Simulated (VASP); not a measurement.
# CaO (Fm-3m) in VASP: further runs

The runs below take CaO through single point, with PBE0, PBEsol+D4.

Program: VASP 6.6.1. These are calculated values, not measurements. Logs are shortened: lines on timing, memory, paths and dates and some standing lists are left out, and cuts for length are marked.

### 1 The cell of the first run

It takes space group Fm-3m (No. 225, cubic). The conventional cell has a = 4.807 Å, b = 4.807 Å, c = 4.807 Å, α = 90.00°, β = 90.00°, γ = 90.00°. Ca (site symmetry m-3m) has 6 O at 2.40 Å within 3.2 Å. O (site symmetry m-3m) has 6 Ca at 2.40 Å within 3.2 Å.

### 2 Single point, PBE0

POSCAR

```
CaO
1.0
    0.0000000000      2.4035556960      2.4035556960
    2.4035556960      0.0000000000      2.4035556960
    2.4035556960      2.4035556960      0.0000000000
Ca O
1 1
Direct
    0.0000000000      0.0000000000      0.0000000000
    0.5000000000      0.5000000000      0.5000000000
```

INCAR.step1

```
  ALGO = Normal
  EDIFF = 1E-5
  ENCUT = 520
  GGA = PE
  ISIF = 2
  ISMEAR = -1
  LASPH = T
  LREAL = F
  LWAVE = T
  NBANDS = 15
  NELM = 100
  PREC = Accurate
  SIGMA = 0.05
```

INCAR.step2

```
  AEXX = 0.25
  ALGO = Normal
  EDIFF = 1E-7
  ENCUT = 520
  GGA = PE
  ISIF = 2
  ISMEAR = -1
  ISTART = 1
  LASPH = T
  LCHARG = T
  LELF = T
  LHFCALC = T
  LREAL = F
  LVHAR = T
  LWAVE = F
  NBANDS = 15
  NELM = 100
  PREC = Accurate
  PRECFOCK = Normal
  SIGMA = 0.05
```

KPOINTS

```
k-points
0
Gamma
  5 5 5
```

Potentials or basis: VASP PAW PBE potentials, release 64 (Ca_sv, O).

Launch:

```bash
> cat potpaw_PBE.64/Ca_sv/POTCAR potpaw_PBE.64/O/POTCAR > POTCAR
> cp INCAR.step1 INCAR
> mpirun -np 1 vasp_std > vasp.out
> cp INCAR.step2 INCAR
> mpirun -np 1 vasp_std > vasp.out
```

OUTCAR:

```text
AEXX = 0.25
   EDIFF = 1E-7
   ENCUT = 520
   GGA = PE
   ISIF = 2
   ISMEAR = -1
   ISTART = 1
   LASPH = T
   LHFCALC = T
   LREAL = F
   NELM = 100
   PREC = Accurate
   PRECFOCK = Normal

 ion  position               nearest neighbor table
   1  0.000  0.000  0.000-   2 2.40   2 2.40   2 2.40   2 2.40   2 2.40   2 2.40
   2  0.500  0.500  0.500-   1 2.40   1 2.40   1 2.40   1 2.40   1 2.40   1 2.40

  LATTYP: Found a face centered cubic cell.
 ALAT       =     4.8071113920

  Lattice vectors:

 A1 = (   0.0000000000,   2.4035556960,   2.4035556960)
 A2 = (   2.4035556960,   0.0000000000,   2.4035556960)
 A3 = (   2.4035556960,   2.4035556960,   0.0000000000)

Analysis of symmetry for initial positions (statically):
=====================================================================
 Subroutine PRICEL returns:
 Original cell was already a primitive cell.

 Routine SETGRP: Setting up the symmetry group for a
 face centered cubic supercell.

 Subroutine GETGRP returns: Found 48 space group operations
 (whereof 48 operations were pure point group operations)
 out of a pool of 48 trial point group operations.

The static configuration has the point symmetry O_h .

Analysis of symmetry for dynamics (positions and initial velocities):
=====================================================================
 Subroutine PRICEL returns:
 Original cell was already a primitive cell.

 Routine SETGRP: Setting up the symmetry group for a
 face centered cubic supercell.

 Subroutine GETGRP returns: Found 48 space group operations
 (whereof 48 operations were pure point group operations)
 out of a pool of 48 trial point group operations.

The dynamic configuration has the point symmetry O_h .

 Subroutine INISYM returns: Found 48 space group operations
 (whereof 48 operations are pure point group operations),
 and found     1 'primitive' translations

----------------------------------------------------------------------------------------

                                     Primitive cell

  volume of cell :      27.7711

  direct lattice vectors                    reciprocal lattice vectors
     0.000000000  2.403555696  2.403555696    -0.208025136  0.208025136  0.208025136
     2.403555696  0.000000000  2.403555696     0.208025136 -0.208025136  0.208025136
     2.403555696  2.403555696  0.000000000     0.208025136  0.208025136 -0.208025136

  length of vectors
     3.399141063  3.399141063  3.399141063     0.360310104  0.360310104  0.360310104

[... 82 lines left out ...]
   IALGO  =     38    algorithm
   IMIX   =      1    mixing-type and parameters
     AMIX     =   0.40;   BMIX     =  1.00
     AMIX_MAG =   1.60;   BMIX_MAG =  1.00
  volume/ion in A,a.u.               =      13.89        93.70
  Fermi-wavevector in a.u.,A,eV,Ry     =   1.362231  2.574243 25.247954  1.855672
  Thomas-Fermi vector in A             =   2.488738
   LORBIT       =      0    0 simple, 1 ext, 2 COOP (PROOUT), +10 PAW based schemes
   GGA     = PE    functional components
   LHFCALC =     T    Hartree Fock is set to
   PRECFOCK=normal    Normal, Fast or Accurate (Low or Medium for compatibility)
   ENCUT4O =  -1.0   cutoff for four orbital integrals eV
   NKREDX  =     1    reduce k-point grid by
   NKREDY  =     1    reduce k-point grid by
   NKREDZ  =     1    reduce k-point grid by
   AEXX    =    0.2500 exact exchange contribution
   HFSCREEN=    0.0000 screening length (either q_TF or 0.3 A-1)
   HFSCREENC=   0.0000 screening length for correlation (either q_TF or 0.3 A-1)
   ENCUTFOCK=  -1.0 apply spherical cutoff to Coloumb kernel
   IVDW    =     0    specifies the selected vdW correction
   LEPSILON=     F    determine dielectric tensor
   LRPA    =     F    only Hartree local field effects (RPA)
 non-spin polarized calculation
  energy-cutoff  :      520.00
  volume of cell :       27.77
 maximum number of plane-waves:       763
 NGX is ok and might be reduce to    28
  NGX = 20; NGY = 20; NGZ = 20

 number of electron      15.9999997 magnetization

 Free energy of the ion-electron system (eV)
  ---------------------------------------------------
  ext. energy  EPLUGINS =         0.00000000
  ---------------------------------------------------
  free energy    TOTEN  =       -15.46763489 eV

  energy without entropy =      -15.46763489  energy(sigma->0) =      -15.46763489

 E-fermi :   1.9291     XC(G=0):  -8.2290

 val. band max:        0.8855244768   @ k =   0.0000   0.0000   0.0000
 cond. band min:       7.1410322008   @ k =   0.4000   0.4000   0.0000
 fundamental gap:      6.2555077240
 Fermi energy:         1.9291495624

 k-point     1 :       0.0000    0.0000    0.0000
  band No.  band energies     occupation
      1     -39.3363      2.00000
      2     -18.6165      2.00000
      3     -18.6165      2.00000
      4     -18.6165      2.00000
      5     -16.1734      2.00000
      6       0.8855      2.00000
      7       0.8855      2.00000
      8       0.8855      2.00000
      9       7.8443      0.00000
     10       9.8547      0.00000
     11       9.8547      0.00000
     12       9.8547      0.00000
     13      11.4869      0.00000
     14      11.4869      0.00000
[... 149 lines left out ...]
      2     -19.3818      2.00000
      3     -18.9683      2.00000
      4     -18.8615      2.00000
      5     -15.3517      2.00000
      6      -0.8611      2.00000
      7      -0.2429      2.00000
      8      -0.0886      2.00000
      9       9.1097      0.00000
     10      10.8532      0.00000
     11      12.3182      0.00000
     12      13.2257      0.00000
     13      13.9533      0.00000
     14      16.2877      0.00000
     15      17.9925      0.00000

------------------------ aborting loop because EDIFF is reached ----------------------------------------

  FORCE on cell =-STRESS in cart. coord.  units (eV):
  Direction    XX          YY          ZZ          XY          YZ          ZX
  --------------------------------------------------------------------------------------
  -------------------------------------------------------------------------------------
  Total       -0.0134103     -0.0134103     -0.0134103     -0.0000000      0.0000000      0.0000000
  in kB       -0.7736738     -0.7736738     -0.7736738     -0.0000000      0.0000000      0.0000000
  external PRESSURE =      -0.7736738 kB  Pullay stress =       0.0000000 kB

 VOLUME and BASIS-vectors are now :
 -----------------------------------------------------------------------------
  energy-cutoff  :      520.00
  volume of cell :       27.77
      direct lattice vectors                 reciprocal lattice vectors
     0.000000000  2.403555696  2.403555696    -0.208025136  0.208025136  0.208025136
     2.403555696  0.000000000  2.403555696     0.208025136 -0.208025136  0.208025136
     2.403555696  2.403555696  0.000000000     0.208025136  0.208025136 -0.208025136

 POSITION                                       TOTAL-FORCE (eV/Angst)
 -----------------------------------------------------------------------------------
      0.00000      0.00000      0.00000         0.000000      0.000000     -0.000000
      2.40356      2.40356      2.40356        -0.000000      0.000000      0.000000
 -----------------------------------------------------------------------------------
    total drift:                               -0.000000      0.000000      0.000000

  FREE ENERGIE OF THE ION-ELECTRON SYSTEM (eV)
  ---------------------------------------------------
  free  energy   TOTEN  =       -15.4676348883 eV

  energy  without entropy=      -15.4676348882  energy(sigma->0) =      -15.46763489
```

OUTCAR.step1:

```text
EDIFF = 1E-5
   ENCUT = 520
   GGA = PE
   ISIF = 2
   ISMEAR = -1
[... 384 lines left out ...]
 -----------------------------------------------------------------------------------
      0.00000      0.00000      0.00000        -0.000000     -0.000000      0.000000
      2.40356      2.40356      2.40356         0.000000      0.000000     -0.000000
 -----------------------------------------------------------------------------------
    total drift:                                0.000000      0.000000      0.000000

  FREE ENERGIE OF THE ION-ELECTRON SYSTEM (eV)
  ---------------------------------------------------
  free  energy   TOTEN  =       -12.8006954739 eV

  energy  without entropy=      -12.8006954738  energy(sigma->0) =      -12.80069547
```

OSZICAR.step1:

```text
N       E                     dE             d eps       ncg     rms          rms(c)
DAV:   1     0.116148437778E+03    0.11615E+03   -0.86387E+03   300   0.110E+03
DAV:   2    -0.952776608550E+01   -0.12568E+03   -0.11761E+03   349   0.282E+02
DAV:   3    -0.143675932133E+02   -0.48398E+01   -0.48084E+01   356   0.571E+01
DAV:   4    -0.145117830228E+02   -0.14419E+00   -0.14412E+00   426   0.884E+00
DAV:   5    -0.145131128243E+02   -0.13298E-02   -0.13298E-02   350   0.829E-01    0.856E+00
DAV:   6    -0.128761625461E+02    0.16370E+01   -0.51158E+00   314   0.220E+01    0.358E+00
DAV:   7    -0.128041914350E+02    0.71971E-01   -0.41393E-01   342   0.661E+00    0.180E+00
DAV:   8    -0.128016012041E+02    0.25902E-02   -0.75515E-02   370   0.296E+00    0.424E-01
DAV:   9    -0.128000660790E+02    0.15351E-02   -0.46455E-03   314   0.569E-01    0.110E-01
DAV:  10    -0.128007187585E+02   -0.65268E-03   -0.72973E-04   328   0.243E-01    0.420E-02
DAV:  11    -0.128006957351E+02    0.23023E-04   -0.49118E-05   387   0.818E-02    0.657E-03
DAV:  12    -0.128006954739E+02    0.26121E-06   -0.62743E-06   237   0.222E-02
   1 F= -.12800695E+02 E0= -.12800695E+02  d E =-.551116E-11
```

It took 6.6 min on 1 thread of AMD EPYC 9R45 (Zen 5), shared host; peak memory 0.14 GiB.

What came out:

```
Free energy            : -15.4676 eV
Pressure               : -0.1 GPa
Band gap on the k mesh : 6.26 eV (least direct gap 6.68 eV)
```

Caveat: the k points lie up to 0.45 Å⁻¹ apart; the PAW data sets were made with another functional, which shifts forces and pressure a little; an odd mesh through Γ misses points on the zone boundary, where band edges can lie.

### 3 Single point, PBEsol+D4 (12.77 Å³/atom)

This run uses another cell than the first one, of 12.77 Å³/atom.

INCAR

```
ALGO = Normal ; EDIFF = 1E-6
ENCUT = 600 ; GGA = PS
GGA_COMPAT = F ; ISIF = 2
ISMEAR = 0 ; IVDW = 13
LASPH = T ; LCHARG = T
LELF = T ; LREAL = F
LVHAR = T ; LWAVE = F
NBANDS = 15 ; NELM = 120
PREC = Accurate ; SIGMA = 0.01
```

KPOINTS

```
k-points
0
Gamma
  10 10 10
```

POSCAR

```
CaO
1.0
    0.0000000000      2.3376714150      2.3376714150
    2.3376714150      0.0000000000      2.3376714150
    2.3376714150      2.3376714150      0.0000000000
Ca O
1 1
Direct
    0.0000000000      0.0000000000      0.0000000000
    0.5000000000      0.5000000000      0.5000000000
```

Potentials or basis: VASP PAW PBE potentials, release 64 (Ca_sv, O).

Launch:

```bash
> cat potpaw_PBE.64/Ca_sv/POTCAR potpaw_PBE.64/O/POTCAR > POTCAR
> mpirun -np 1 vasp_std > vasp.out
```

Wall time 14 s (1 thread of Intel Xeon Platinum 8488C (Sapphire Rapids), shared host); peak memory 0.17 GiB.

It converged, with:

- Free energy: -13.5766 eV
- Pressure: 6.9 GPa
- Band gap on the k mesh: 3.48 eV (least direct gap 3.83 eV)
- Dispersion energy per atom: -0.103 eV

Levels at points of the mesh, in eV from the valence-band top:
| k point | band 4 | band 5 | band 6 | band 7 | band 8 | band 9 | band 10 | band 11 | band 12 | band 13 |
| --- | --- | --- | --- | --- | --- | --- | --- | --- | --- | --- |
| (0.00, 0.00, 0.00) | -17.84 | -15.61 | 0.00 | 0.00 | 0.00 | 5.26 | 6.38 | 6.38 | 6.38 | 8.07 |
| (0.50, 0.00, 0.00) | -17.90 | -13.97 | -2.90 | -1.40 | -1.40 | 7.40 | 8.83 | 8.83 | 8.98 | 11.18 |
| (0.50, 0.50, 0.00) | -18.15 | -15.37 | -1.26 | -0.35 | -0.35 | 3.48 | 8.68 | 9.40 | 10.16 | 10.16 |

Caveat: the cell stands under pressure; the PAW data sets were made with another functional, which shifts forces and pressure a little.
